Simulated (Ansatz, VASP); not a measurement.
## Al: VASP beside Ansatz

The input POSCAR:

```
Al
1.0
    2.7849040521      0.0000000000      0.0000000000
   -1.3924520260      2.4117976562      0.0000000000
    0.0000000000      0.0000000000      9.1295034670
Al
4
Direct
    1.0000000000      0.0000000000      0.0000000000
    1.0000000000      0.0000000000      0.5000000000
    0.3333333333      0.6666666667      0.2500000000
    0.6666666667      0.3333333333      0.7500000000
```

File INCAR.step1:

```
SYSTEM = Al
PREC = Accurate ; ENCUT = 520
ISMEAR = -1 ; SIGMA = 0.1
LREAL = .False. ; LASPH = .True.
NELM = 100 ; NBANDS = 14
GGA = PE ; ALGO = Normal
EDIFF = 1E-4 ; LWAVE = .True.
LCHARG = .False.
```

File INCAR.step2:

```
SYSTEM = Al
PREC = Accurate ; ENCUT = 520
EDIFF = 1E-6 ; ISMEAR = -1
SIGMA = 0.1 ; LREAL = .False.
LASPH = .True. ; NELM = 100
ALGO = Normal ; ISIF = 2
LWAVE = .False. ; LCHARG = .True.
METAGGA = R2SCAN ; LMIXTAU = .True.
LELF = .True. ; LVHAR = .True.
NBANDS = 14 ; ISTART = 1
```

The input KPOINTS:

```
Automatic mesh
0
Gamma
  14 14 4
  0 0 0
```

Input for Ansatz:

```yaml
crystal:
  lattice:
    - [2.7849040521, 0.0, 0.0]
    - [-1.392452026, 2.4117976562, 0.0]
    - [0.0, 0.0, 9.129503467]
  atoms:
    - { symbol: Al, position: [1.0, 0.0, 0.0] }
    - { symbol: Al, position: [1.0, 0.0, 0.5] }
    - { symbol: Al, position: [0.3333333333, 0.6666666667, 0.25] }
    - { symbol: Al, position: [0.6666666667, 0.3333333333, 0.75] }
hamiltonian:
  xc: r2scan
  pseudopotentials:
    kind: paw
    azcp:
      Al: "pseudopotentials/Al.paw.azcp"
basis:
  ecutwfc: 500
  fft_grid_basis: typed
kpoints:
  mp_grid: { grid: [14, 14, 4], shift: [0, 0, 0] }
magnetization:
  spin_polarized: false
scf:
  occupations: { method: fermi_dirac, width: 0.1 }
  lower_state_search: "off"
output:
  stress: true
```

Alike in both runs: task single point; functional r2SCAN; k mesh 14 × 14 × 4; occupations fermi-dirac, width 0.1 eV; no spin polarisation.

|  | VASP | Ansatz |
| --- | --- | --- |
| version | VASP 6.6.1 | Ansatz 0.2.0 |
| potentials or method | VASP PAW PBE potentials, release 64 (Al), cutoff 520 eV | plane waves (500 eV) with PAW, scalar-relativistic |
| valence electrons in the cell | 12 | 12 |

```tsv
	VASP	Ansatz	Ansatz less VASP
pressure (GPa)	3.7	4.1	+0.36
traceless stress, the component that is largest in VASP (GPa)	0.63	0.64	+0.003
```

VASP's potentials were made for PBE, not for r2SCAN.
